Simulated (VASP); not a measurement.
Crystal: NaCl.

```xyz
2
Lattice="3.5045 0.0000 0.0000 0.0000 3.5045 0.0000 0.0000 0.0000 3.5045" Properties=species:S:1:pos:R:3 pbc="T T T"
Na    0.0000    0.0000    0.0000
Cl    1.7523    1.7523    1.7523
```

```yaml
Program: VASP 6.6.1
Task: relaxation of cell and atoms
Functional: r2SCAN
Potentials_or_basis: VASP PAW PBE potentials, release 64 (Na_pv, Cl)
Cutoff: 600 eV
k_mesh: 6 × 6 × 6
Occupations: gaussian, width 0.02 eV
Spin: no spin polarisation
```

At the start: pressure -1.3 GPa; volume 21.52 Å³/atom.

Where does the relaxation end?

Over 4 steps the energy falls by 4.3 meV/atom and the volume is 20.51 Å³/atom (-4.7 %); space group Pm-3m (No. 221, to 0.1 Å) before and after.

Step by step:
| step | energy change (eV) | largest force (eV/Å) | pressure (GPa) | volume (Å³) |
| --- | --- | --- | --- | --- |
| 1 | 0.0000 | 0.0000 | -1.28 | 43.04 |
| 2 | -0.0066 | 0.0000 | -0.64 | 41.98 |
| 3 | -0.0085 | 0.0000 | -0.19 | 41.30 |
| 4 | -0.0087 | 0.0000 | 0.01 | 41.03 |

Final structure:
```
Na Cl
1.0
     3.44893    0.00000    0.00000
     0.00000    3.44893    0.00000
     0.00000    0.00000    3.44893
Na Cl
1 1
Direct
  0.00000 0.00000 0.00000
  0.50000 0.50000 0.50000
```

Caveat: the PAW data sets were made with another functional, which shifts forces and pressure a little.
